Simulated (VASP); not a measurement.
# Ba3C (Pm-3m) in VASP: notebook

Ba3C is run at these levels: PBE; tasks: single point, relaxation of cell and atoms.

Everything below comes from runs of VASP 6.6.1. Logs are shortened: lines on timing, memory, paths and dates and some standing lists are left out, and cuts for length are marked.

## 1. The cell of the first run

Symmetry: Pm-3m, No. 221, cubic system. The conventional cell has a = 5.072 Å, b = 5.072 Å, c = 5.072 Å, α = 90.00°, β = 90.00°, γ = 90.00°. Within 4.7 Å of Ba (site symmetry 4/mmm) lie 8 Ba at 3.59 Å and 4 C at 3.59 Å. Within 4.7 Å of C (site symmetry m-3m) lie 12 Ba at 3.59 Å.

## 2. Single point, PBE

File INCAR:

```
  PREC = Accurate
  ENCUT = 520
  EDIFF = 1E-7
  ISMEAR = 0
  SIGMA = 0.1
  LREAL = F
  LASPH = T
  NELM = 100
  ALGO = Fast
  ISIF = 2
  LWAVE = F
  LCHARG = F
  GGA = PE
  NBANDS = 25
```

File KPOINTS:

```
regular mesh
0
Gamma
  10 10 10
```

File POSCAR:

```
Ba3C
1.0
    5.0722588159      0.0000000000      0.0000000000
    0.0000000000      5.0722588159      0.0000000000
    0.0000000000      0.0000000000      5.0722588159
Ba C
3 1
Direct
    0.0000000000      0.5000000000      0.5000000000
    0.5000000000      0.0000000000      0.5000000000
    0.5000000000      0.5000000000      0.0000000000
    0.0000000000      0.0000000000      0.0000000000
```

Potentials or basis: VASP PAW PBE potentials, release 64 (Ba_sv, C).

Started as:

```
$ cat potpaw_PBE.64/Ba_sv/POTCAR potpaw_PBE.64/C/POTCAR > POTCAR
$ mpirun -np 1 vasp_std > vasp.out
```

OUTCAR:

```text
PREC = Accurate
   ENCUT = 520
   EDIFF = 1E-7
   ISMEAR = 0
   LREAL = F
   LASPH = T
   NELM = 100
   ISIF = 2
   GGA = PE

 ion  position               nearest neighbor table
   1  0.000  0.500  0.500-   2 3.59   3 3.59   3 3.59   2 3.59   2 3.59   3 3.59   3 3.59   2 3.59

   2  0.500  0.000  0.500-   1 3.59   3 3.59   3 3.59   1 3.59   3 3.59   3 3.59   1 3.59   1 3.59

   3  0.500  0.500  0.000-   1 3.59   2 3.59   1 3.59   2 3.59   2 3.59   2 3.59   1 3.59   1 3.59

   4  0.000  0.000  0.000-

  LATTYP: Found a simple cubic cell.
 ALAT       =     5.0722588159

  Lattice vectors:

 A1 = (   5.0722588159,   0.0000000000,   0.0000000000)
 A2 = (   0.0000000000,   5.0722588159,   0.0000000000)
 A3 = (   0.0000000000,   0.0000000000,   5.0722588159)

Analysis of symmetry for initial positions (statically):
=====================================================================
 Subroutine PRICEL returns:
 Original cell was already a primitive cell.

 Routine SETGRP: Setting up the symmetry group for a
 simple cubic supercell.

 Subroutine GETGRP returns: Found 48 space group operations
 (whereof 48 operations were pure point group operations)
 out of a pool of 48 trial point group operations.

The static configuration has the point symmetry O_h .

Analysis of symmetry for dynamics (positions and initial velocities):
=====================================================================
 Subroutine PRICEL returns:
 Original cell was already a primitive cell.

 Routine SETGRP: Setting up the symmetry group for a
 simple cubic supercell.

 Subroutine GETGRP returns: Found 48 space group operations
 (whereof 48 operations were pure point group operations)
 out of a pool of 48 trial point group operations.

The dynamic configuration has the point symmetry O_h .

 Subroutine INISYM returns: Found 48 space group operations
 (whereof 48 operations are pure point group operations),
 and found     1 'primitive' translations

----------------------------------------------------------------------------------------

                                     Primitive cell

  volume of cell :     130.4981

  direct lattice vectors                    reciprocal lattice vectors
     5.072258816  0.000000000  0.000000000     0.197150823  0.000000000  0.000000000
     0.000000000  5.072258816  0.000000000     0.000000000  0.197150823  0.000000000
     0.000000000  0.000000000  5.072258816     0.000000000  0.000000000  0.197150823

  length of vectors
     5.072258816  5.072258816  5.072258816     0.197150823  0.197150823  0.197150823

  position of ions in fractional coordinates (direct lattice)
     0.000000000  0.500000000  0.500000000
     0.500000000  0.000000000  0.500000000
     0.500000000  0.500000000  0.000000000
     0.000000000  0.000000000  0.000000000

  ion indices of the primitive-cell ions
   primitive index   ion index
                 1           1
                 2           2
                 3           3
                 4           4

----------------------------------------------------------------------------------------

 KPOINTS: regular mesh

Automatic generation of k-mesh.
 Grid dimensions read from file:
 generate k-points for:   10   10   10

 Generating k-lattice:

  Cartesian coordinates                     Fractional coordinates (reciprocal lattice)
     0.019715082  0.000000000  0.000000000     0.100000000  0.000000000  0.000000000
     0.000000000  0.019715082  0.000000000     0.000000000  0.100000000  0.000000000
     0.000000000  0.000000000  0.019715082     0.000000000  0.000000000  0.100000000

  Length of vectors
     0.019715082  0.019715082  0.019715082

  Shift w.r.t. Gamma in fractional coordinates (k-lattice)
     0.000000000  0.000000000  0.000000000

 Subroutine IBZKPT returns following result:
 ===========================================

 Found     56 irreducible k-points:

 Following reciprocal coordinates:
            Coordinates               Weight
  0.000000  0.000000  0.000000      1.000000
  0.100000  0.000000  0.000000      6.000000
  0.200000  0.000000  0.000000      6.000000
  0.300000  0.000000  0.000000      6.000000
  0.400000  0.000000  0.000000      6.000000
  0.500000  0.000000  0.000000      3.000000
[... 16 lines left out ...]
  0.200000  0.100000  0.100000     24.000000
  0.300000  0.100000  0.100000     24.000000
 [... further k-points ...]
   k-points           NKPTS =     56   k-points in BZ     NKDIM =     56   number of bands    NBANDS=     25
   number of dos      NEDOS =    301   number of ions     NIONS =      4
   total plane-waves  NPLWV =  64000
   dimension x,y,z NGX =    40 NGY =   40 NGZ =   40
   dimension x,y,z NGXF=    80 NGYF=   80 NGZF=   80
   ions per type =               3   1
   NGX,Y,Z   is equivalent  to a cutoff of  13.11, 13.11, 13.11 a.u.
   NGXF,Y,Z  is equivalent  to a cutoff of  26.22, 26.22, 26.22 a.u.
 SYSTEM =  unknown system
   PREC   = accura    normal or accurate (medium, high low for compatibility)
   ISTART =      0    job   : 0-new  1-cont  2-samecut
   ICHARG =      2    charge: 1-file 2-atom 10-const
   ISPIN  =      1    spin polarized calculation?
   LNONCOLLINEAR =      F non collinear calculations
   LSORBIT =      F    spin-orbit coupling
   LASPH  =      T    aspherical Exc in radial PAW
   ENCUT  =  520.0 eV  38.22 Ry    6.18 a.u.   9.43  9.43  9.43*2*pi/ulx,y,z
   NELM   =    100;   NELMIN=  2; NELMDL= -5     # of ELM steps
   EDIFF  = 0.1E-06   stopping-criterion for ELM
   LREAL  =      F    real-space projection
   EDIFFG = 0.1E-05   stopping-criterion for IOM
   NSW    =      0    number of steps for IOM
   IBRION =     -1    ionic relax: 0-MD 1-quasi-New 2-CG
   NFREE  =      0    steps in history (QN), initial steepest desc. (CG)
   ISIF   =      2    stress and relaxation
   ISYM   =      2    0-nonsym 1-usesym 2-fastsym
   POTIM  = 0.5000    time-step for ionic-motion
   TEBEG  =    0.0;   TEEND  =   0.0 temperature during run
   PSTRESS=    0.0 pullay stress
   NELECT =      34.0000    total number of electrons
   NUPDOWN=      -1.0000    fix difference up-down
   EMIN   =  10.00;   EMAX   =-10.00  energy-range for DOS
   EFERMI =   0.00;   METHOD = LEGACY
   ISMEAR =     0;   SIGMA  =   0.10  broadening in eV -4-tet -1-fermi 0-gaus
   EFERMI_NEDOS =   21; number of points for ismear=-14 and -15
   IALGO  =     68    algorithm
   IMIX   =      4    mixing-type and parameters
     AMIX     =   0.40;   BMIX     =  1.00
     AMIX_MAG =   1.60;   BMIX_MAG =  1.00
  volume/ion in A,a.u.               =      32.62       220.16
  Fermi-wavevector in a.u.,A,eV,Ry     =   1.045602  1.975901 14.875025  1.093284
  Thomas-Fermi vector in A             =   2.180405
   LORBIT       =      0    0 simple, 1 ext, 2 COOP (PROOUT), +10 PAW based schemes
   GGA     = PE    functional components
   LHFCALC =     F    Hartree Fock is set to
   AEXX    =    0.0000 exact exchange contribution
   IVDW    =     0    specifies the selected vdW correction
   LEPSILON=     F    determine dielectric tensor
   LRPA    =     F    only Hartree local field effects (RPA)
 non-spin polarized calculation
 RMM-DIIS sequential band-by-band and
 Gauss-broadening in eV      SIGMA  =   0.10
  energy-cutoff  :      520.00
  volume of cell :      130.50
 maximum number of plane-waves:      3548
 NGX is ok and might be reduce to    40
   NGX = 19   NGY = 19   NGZ = 19

 number of electron      33.9999993 magnetization

 Free energy of the ion-electron system (eV)
  ---------------------------------------------------
  ext. energy  EPLUGINS =         0.00000000
  ---------------------------------------------------
  free energy    TOTEN  =       -10.27213220 eV

  energy without entropy =      -10.25781375  energy(sigma->0) =      -10.26497298

 E-fermi :   3.2587     XC(G=0):  -9.1183

 val. band max:        3.2459314345   @ k =   0.5000   0.4000   0.3000
 cond. band min:       3.2614434495   @ k =   0.4000   0.4000   0.1000
 fundamental gap:      0.0155120150
 Fermi energy:         3.2587029887

 k-point     1 :       0.0000    0.0000    0.0000
  band No.  band energies     occupation
      1     -25.5594      2.00000
      2     -25.0497      2.00000
      3     -25.0497      2.00000
      4     -11.4899      2.00000
      5     -11.4899      2.00000
      6     -11.4899      2.00000
[... 17 lines left out ...]
     24       7.4237      0.00000
     25       7.4237      0.00000

 k-point     2 :       0.1000    0.0000    0.0000
  band No.  band energies     occupation
      1     -25.5488      2.00000
      2     -25.0612      2.00000
      3     -25.0494      2.00000
      4     -11.4682      2.00000
      5     -11.4682      2.00000
      6     -11.4577      2.00000
[... 17 lines left out ...]
     24       7.2656      0.00000
     25       7.5201      0.00000

 k-point     3 :       0.2000    0.0000    0.0000
  band No.  band energies     occupation
      1     -25.5185      2.00000
      2     -25.0942      2.00000
      3     -25.0487      2.00000
      4     -11.4067      2.00000
      5     -11.4067      2.00000
      6     -11.3619      2.00000
[... 17 lines left out ...]
     24       6.8873      0.00000
     25       7.7671      0.00000

 k-point     4 :       0.3000    0.0000    0.0000
  band No.  band energies     occupation
      1     -25.4728      2.00000
      2     -25.1431      2.00000
      3     -25.0479      2.00000
      4     -11.3178      2.00000
      5     -11.3178      2.00000
      6     -11.2054      2.00000
[... 17 lines left out ...]
     24       6.4673      0.00000
     25       7.4123      0.00000
[... 477 lines left out ...]
 k-point    22 :       0.1000    0.1000    0.1000
  band No.  band energies     occupation
      1     -25.5283      2.00000
      2     -25.0662      2.00000
      3     -25.0662      2.00000
      4     -11.5242      2.00000
      5     -11.3629      2.00000
      6     -11.3629      2.00000
[... 17 lines left out ...]
     24       7.2498      0.00000
     25       7.5926      0.00000

 k-point    23 :       0.2000    0.1000    0.1000
  band No.  band energies     occupation
      1     -25.4990      2.00000
      2     -25.0976      2.00000
      3     -25.0655      2.00000
      4     -11.5212      2.00000
      5     -11.3033      2.00000
      6     -11.2220      2.00000
[... 17 lines left out ...]
     24       7.0735      0.00000
     25       7.7652      0.00000

 k-point    24 :       0.3000    0.1000    0.1000
  band No.  band energies     occupation
      1     -25.4548      2.00000
      2     -25.1444      2.00000
      3     -25.0646      2.00000
      4     -11.4690      2.00000
      5     -11.2141      2.00000
      6     -11.0600      2.00000
[... 17 lines left out ...]
     24       6.7904      0.00000
     25       7.0165      0.00000

 [... further k-points ...]

------------------------ aborting loop because EDIFF is reached ----------------------------------------

  FORCE on cell =-STRESS in cart. coord.  units (eV):
  Direction    XX          YY          ZZ          XY          YZ          ZX
  --------------------------------------------------------------------------------------
  -------------------------------------------------------------------------------------
  Total        0.6845405      0.6845405      0.6845405     -0.0000000     -0.0000000     -0.0000000
  in kB        8.4043764      8.4043764      8.4043764     -0.0000000     -0.0000000     -0.0000000
  external PRESSURE =       8.4043764 kB  Pullay stress =       0.0000000 kB

 VOLUME and BASIS-vectors are now :
 -----------------------------------------------------------------------------
  energy-cutoff  :      520.00
  volume of cell :      130.50
      direct lattice vectors                 reciprocal lattice vectors
     5.072258816  0.000000000  0.000000000     0.197150823  0.000000000  0.000000000
     0.000000000  5.072258816  0.000000000     0.000000000  0.197150823  0.000000000
     0.000000000  0.000000000  5.072258816     0.000000000  0.000000000  0.197150823

 POSITION                                       TOTAL-FORCE (eV/Angst)
 -----------------------------------------------------------------------------------
      0.00000      2.53613      2.53613         0.000000      0.000000      0.000000
      2.53613      0.00000      2.53613         0.000000      0.000000      0.000000
      2.53613      2.53613      0.00000         0.000000      0.000000      0.000000
      0.00000      0.00000      0.00000         0.000000      0.000000      0.000000
 -----------------------------------------------------------------------------------
    total drift:                                0.000000     -0.000000     -0.000000

  FREE ENERGIE OF THE ION-ELECTRON SYSTEM (eV)
  ---------------------------------------------------
  free  energy   TOTEN  =       -10.2721322003 eV

  energy  without entropy=      -10.2578137535  energy(sigma->0) =      -10.26497298
```

It took 5.5 min on 1 thread of Oxide Virtual Turin-like, shared host; peak memory 0.31 GiB.

Results:

```
Free energy            : -10.2721 eV
Pressure               : 0.8 GPa
Band gap on the k mesh : zero (bands 17 and 18 overlap by 0.97 eV)
```

Caveat: spin-orbit coupling is left out, which moves the levels of the heavy elements.

## 3. Single point, PBE

File INCAR:

```
SYSTEM = Ba3C
PREC = Accurate
ENCUT = 520
EDIFF = 1E-6
ISMEAR = 0
SIGMA = 0.1
LREAL = .False.
LASPH = .True.
NELM = 80
ALGO = Fast
ISIF = 2
LWAVE = .False.
LCHARG = .True.
GGA = PE
LELF = .True.
LVHAR = .True.
NBANDS = 25
```

File KPOINTS:

```
regular mesh
0
Gamma
  10 10 10
  0 0 0
```

POSCAR is that of step 2.

Potentials or basis: VASP PAW PBE potentials, release 64 (Ba_sv, C).

Started as:

```
$ cat potpaw_PBE.64/Ba_sv/POTCAR potpaw_PBE.64/C/POTCAR > POTCAR
$ mpirun -np 1 vasp_std > vasp.out
```

Run time: 4 min. Hardware: 1 thread of Oxide Virtual Turin-like, shared host; peak memory 0.3 GiB.

The run converged. Its results:

```
Free energy            : -10.2721 eV
Pressure               : 0.8 GPa
Band gap on the k mesh : zero (bands 17 and 18 overlap by 0.97 eV)
```

Levels at points of the mesh, in eV from the Fermi level:
| k point | band 13 | band 14 | band 15 | band 16 | band 17 | band 18 | band 19 | band 20 | band 21 | band 22 |
| --- | --- | --- | --- | --- | --- | --- | --- | --- | --- | --- |
| (0.00, 0.00, 0.00) | -7.91 | -2.45 | -0.35 | -0.35 | -0.35 | -0.21 | -0.21 | 0.28 | 0.28 | 0.28 |
| (0.50, 0.00, 0.00) | -7.60 | -1.85 | -0.77 | -0.57 | -0.57 | 0.06 | 1.66 | 2.06 | 2.15 | 2.63 |
| (0.50, 0.50, 0.00) | -7.60 | -1.13 | -0.88 | -0.88 | 0.65 | 0.65 | 1.11 | 1.61 | 2.58 | 2.58 |
| (0.50, 0.50, 0.50) | -7.84 | -0.50 | -0.50 | -0.50 | 0.02 | 0.02 | 0.02 | 1.08 | 2.14 | 2.14 |

Caveat: spin-orbit coupling is left out, which moves the levels of the heavy elements.

## 4. Relaxation of cell and atoms, PBE

This run uses another cell than the first one, of 29.45 Å³/atom.

File INCAR:

```
PREC = Accurate
ENCUT = 600
EDIFF = 1E-7
ISMEAR = 0
SIGMA = 0.1
LREAL = False
LASPH = True
NELM = 80
ALGO = Fast
ISIF = 3
LWAVE = False
LCHARG = False
GGA = PE
IBRION = 2
NSW = 100
EDIFFG = -0.01
```

File KPOINTS:

```
regular mesh
0
Gamma
  10 10 10
```

File POSCAR:

```
Ba3C
1.0
    4.9023637003      0.0000000000      0.0000000000
    0.0000000000      4.9023637003      0.0000000000
    0.0000000000      0.0000000000      4.9023637003
Ba C
3 1
Direct
    0.0000000000      0.5000000000      0.5000000000
    0.5000000000      0.0000000000      0.5000000000
    0.5000000000      0.5000000000      0.0000000000
    0.0000000000      0.0000000000      0.0000000000
```

Started as:

```
$ cat potpaw_PBE.64/Ba_sv/POTCAR potpaw_PBE.64/C/POTCAR > POTCAR
$ mpirun -np 1 vasp_std > vasp.out
```

Wall time 22 min (1 thread of Oxide Virtual Turin-like, shared host); peak memory 0.33 GiB.

It converged, with:

* Free energy: -10.2851 eV
* Relaxed volume: 34.06 Å³/atom
* Relaxed cell: a = 5.145 Å, b = 5.145 Å, c = 5.145 Å, α = 90.00°, β = 90.00°, γ = 90.00°
* Space group after relaxing (to 0.1 Å): Pm-3m (No. 221)
* Energy gained by relaxing: 45.3 meV/atom
* Ionic steps: 4
* Pressure after relaxing: 0.0 GPa
* Band gap on the k mesh: zero (bands 17 and 18 overlap by 0.91 eV)

Step by step:
```tsv
step	energy change (eV)	largest force (eV/Å)	pressure (GPa)	volume (Å³)
1	0.0000	0.0000	3.63	117.82
2	-0.1613	0.0000	1.00	129.56
3	-0.1796	0.0000	-0.22	137.80
4	-0.1811	0.0000	-0.02	136.23
```

Final structure:
```
Ba C
1.0
     5.14545    0.00000    0.00000
     0.00000    5.14545    0.00000
     0.00000    0.00000    5.14545
Ba C
3 1
Direct
  0.00000 0.50000 0.50000
  0.50000 0.00000 0.50000
  0.50000 0.50000 0.00000
  0.00000 0.00000 0.00000
```

Levels at points of the mesh, in eV from the Fermi level:
| k point | band 13 | band 14 | band 15 | band 16 | band 17 | band 18 | band 19 | band 20 | band 21 |
| --- | --- | --- | --- | --- | --- | --- | --- | --- | --- |
| (0.00, 0.00, 0.00) | -7.87 | -2.40 | -0.29 | -0.29 | -0.29 | -0.18 | -0.18 | 0.27 | 0.27 |
| (0.50, 0.00, 0.00) | -7.60 | -1.80 | -0.81 | -0.54 | -0.54 | 0.10 | 1.59 | 2.00 | 2.01 |
| (0.50, 0.50, 0.00) | -7.60 | -1.05 | -0.90 | -0.90 | 0.64 | 0.64 | 0.98 | 1.49 | 2.46 |
| (0.50, 0.50, 0.50) | -7.80 | -0.52 | -0.52 | -0.52 | -0.01 | -0.01 | -0.01 | 1.01 | 2.09 |

Caveat: the volume moved by over 15 % at a fixed basis, so the end points are rough; spin-orbit coupling is left out, which moves the levels of the heavy elements.

[end of part 1 of 2]

The gap in the log of VASP goes by the Fermi energy; the results here count the filled bands.